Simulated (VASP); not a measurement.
A run of VASP 6.6.1 is set up as follows.

The input INCAR:

```
SYSTEM = F
PREC = Accurate ; ENCUT = 600
EDIFF = 1E-6 ; ISMEAR = -1
SIGMA = 0.05 ; LREAL = .FALSE.
LASPH = .TRUE. ; NELM = 120
ALGO = Normal ; ISIF = 2
LWAVE = .FALSE. ; LCHARG = .TRUE.
GGA = PS ; LELF = .TRUE.
LVHAR = .TRUE. ; NBANDS = 10
GGA_COMPAT = .FALSE.
```

The input KPOINTS:

```
regular mesh
0
G
  22 22 20
  0 0 0
```

POSCAR

```
F
1.0
    1.9081425238      0.0000000000      0.0000000000
   -0.9540712619      1.6524998997      0.0000000000
    0.0000000000      0.0000000000      1.5212889845
F
1
Direct
    0.0000000000      0.0000000000      0.0000000000
```

Potentials or basis: VASP PAW PBE potentials, release 64 (F).

Run with:

```bash
$ cat potpaw_PBE.64/F/POTCAR > POTCAR
$ mpirun -np 1 vasp_std > vasp.out
```

Estimate the pressure.

289.8 GPa.

What does it give for the band gap on the k mesh?

Zero (an odd number of electrons rules out a gap without spin polarisation).

Stress tensor (GPa, compression positive):
```
289.22   0.00   0.00
  0.00 289.22   0.00
  0.00   0.00 290.84
```

Caveat: the cell stands under pressure; the PAW data sets were made with another functional, which shifts forces and pressure a little; an odd number of electrons without spin polarisation forces a metal; a magnetic or distorted state may lie lower.
